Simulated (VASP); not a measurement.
Input of a VASP 6.6.1 run:

Contents of INCAR:

```
  AGGAC = 1.0
  AGGAX = 1.0
  ALDAC = 0.0
  ALDAX = 1.0
  ALGO = Normal
  EDIFF = 1E-6
  ENCUT = 520
  GGA = B5
  ISIF = 2
  ISMEAR = -1
  IVDW = 13
  LASPH = T
  LCHARG = F
  LREAL = F
  LWAVE = F
  NBANDS = 15
  NELM = 100
  PREC = Accurate
  SIGMA = 0.05
  VDW_A1 = 0.44488865
  VDW_A2 = 4.0933009
  VDW_S6 = 1.0
  VDW_S8 = 2.34076671
```

Contents of KPOINTS:

```
k-points
0
Gamma
  9 9 9
```

POSCAR

```
SrO
1.0
    0.0000000000      2.5832958595      2.5832958595
    2.5832958595      0.0000000000      2.5832958595
    2.5832958595      2.5832958595      0.0000000000
Sr O
1 1
Direct
    0.5000000000      0.5000000000      0.5000000000
    0.0000000000      0.0000000000      0.0000000000
```

Potentials or basis: VASP PAW PBE potentials, release 64 (Sr_sv, O).

The run is started by

```sh
$ cat potpaw_PBE.64/Sr_sv/POTCAR potpaw_PBE.64/O/POTCAR > POTCAR
$ mpirun -np 1 vasp_std > vasp.out
```

(1) What does it give for the dispersion energy per atom?

(2) Estimate the band gap on the k mesh.

(3) Estimate the pressure.

Answers

(1) -0.305 eV.

(2) 3.46 eV, indirect (least direct gap 3.56 eV).

(3) 1.6 GPa.

Caveat: the PAW data sets were made with another functional, which shifts forces and pressure a little.
